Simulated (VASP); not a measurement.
I: single point with PBE+D3(BJ)

The system is I.

```
I
1.0
     3.60379   -2.22176    0.00000
     3.60379    2.22176    0.00000
     0.00000    0.00000    9.62015
I
4
Direct
  0.82645 0.17355 0.87743
  0.32645 0.67355 0.62257
  0.17355 0.82645 0.12257
  0.67355 0.32645 0.37743
```

```
Program             : VASP 6.6.1
Task                : single point
Functional          : PBE
Dispersion          : D3(BJ)
Potentials or basis : VASP PAW PBE potentials, release 64 (I)
Cutoff              : 520 eV
k mesh              : 8 × 8 × 4
Occupations         : gaussian, width 0.02 eV
Spin                : no spin polarisation
```

| Property | Result |
| --- | --- |
| Pressure | 0.4 GPa |
| Largest force | 0.016 eV/Å |
| Band gap on the k mesh | 0.80 eV (least direct gap 1.15 eV) |
| Dispersion energy per atom | -0.339 eV |

Forces in eV/Å, atoms in the order of the input:
```
I    0.000 -0.010  0.012
I    0.000 -0.010 -0.012
I    0.000  0.010 -0.012
I    0.000  0.010  0.012
```

Levels at points of the mesh, in eV from the valence-band top:
```csv
k point,band 11,band 12,band 13,band 14,band 15,band 16,band 17,band 18
"(0.00, 0.00, 0.00)",-0.90,-0.86,-0.38,-0.04,1.13,1.93,4.68,5.31
"(0.50, 0.00, 0.00)",-1.61,-1.61,-0.86,-0.86,2.18,2.18,5.11,5.11
"(0.50, 0.50, 0.00)",-1.84,-1.67,-1.16,-0.57,0.89,1.57,4.51,5.62
"(0.00, 0.00, 0.50)",-0.79,-0.79,-0.17,-0.17,1.21,1.21,5.54,5.54
"(0.50, 0.00, 0.50)",-1.09,-1.09,0.00,0.00,1.19,1.19,5.59,5.59
"(0.50, 0.50, 0.50)",-1.38,-1.38,-1.20,-1.20,0.93,0.93,5.55,5.55
```

It took 73 s on 1 thread of Intel(R) Xeon(R) 6975P-C (Granite Rapids), with other jobs on the host, peak memory 0.34 GiB.

Caveat: spin-orbit coupling is left out, which moves the levels of the heavy elements. A k mesh can miss the band edges.
